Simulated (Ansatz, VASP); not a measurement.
## CaO: VASP beside Ansatz

```
Ca O
1.0
     0.00000    2.25308    2.64492
     2.25308    0.00000    2.64492
     2.25308    2.25308    0.00000
Ca O
1 1
Cartesian
  0.0000 0.0000 0.0000
  2.2531 2.2531 2.6449
```

Change from the starting cell: strain -0.080 along x and y, +0.080 along z, atoms carried along.

Alike in both runs: task single point; functional r2SCAN; k mesh 8 × 8 × 8; occupations gaussian, width 0.05 eV; no spin polarisation.

|  | VASP | Ansatz |
| --- | --- | --- |
| version | VASP 6.6.1 | Ansatz 0.2.0 |
| potentials or method | VASP PAW PBE potentials, release 64 (Ca_sv, O_h), cutoff 910 eV | scalar-relativistic, plane waves, PAW |
| valence electrons in the cell | 16 | 16 |

```csv
,VASP,Ansatz,Ansatz less VASP
gap on the k mesh at the Fermi level (eV),4.02,4.04,+0.021
least direct gap on the mesh (eV),4.42,4.45,+0.026
```

VASP's potentials were made for PBE, not for r2SCAN.

Noted on VASP's run: the cutoff is short for stress, so the pressure is rough.
